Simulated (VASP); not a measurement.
Crystal: Ni.

```
CELL_PARAMETERS angstrom
2.49176 0.00000 0.00000
-1.24588 2.15792 0.00000
0.00000 0.00000 4.06904
ATOMIC_POSITIONS crystal
Ni 0.33333 0.66667 0.25000
Ni 0.66667 0.33333 0.75000
```

This isn't the form of Ni at room conditions, which is fcc.

| Quantity | Value |
| --- | --- |
| Program | VASP 6.6.1 |
| Task | relaxation of cell and atoms |
| Functional | BLYP |
| Potentials or basis | VASP PAW PBE potentials, release 64 (Ni) |
| Cutoff | 600 eV |
| k mesh | 14 × 14 × 8 |
| Occupations | fermi-dirac, width 0.05 eV |
| Spin | collinear spin, ferromagnetic start |
| Starting moments | [0.8, 0.8] μB |

At the start: pressure 8.9 GPa; volume 10.94 Å³/atom.

Where does the relaxation end?

Over 6 steps the energy falls by 14.7 meV/atom and the volume is 11.47 Å³/atom (+4.9 %); space group P6_3/mmc (No. 194, to 0.1 Å) before and after; moment 1.18 μB per cell.

The path:
```
step  energy change (eV)  largest force (eV/Å)  pressure (GPa)  volume (Å³)
   1              0.0000                0.0000            8.87        21.88
   2             -0.0129                0.0000           -5.65        23.85
   3             -0.0291                0.0000           -0.12        22.97
   4             -0.0291                0.0000            0.09        22.95
   5             -0.0292                0.0000            0.09        22.95
   6             -0.0293                0.0000            0.11        22.94
```

Final structure:
```
Ni
1.0
     2.52408    0.00000    0.00000
    -1.26204    2.18592    0.00000
     0.00000    0.00000    4.15833
Ni
2
Direct
  0.33333 0.66667 0.25000
  0.66667 0.33333 0.75000
```

Caveat: the PAW data sets were made with another functional, which shifts forces and pressure a little.
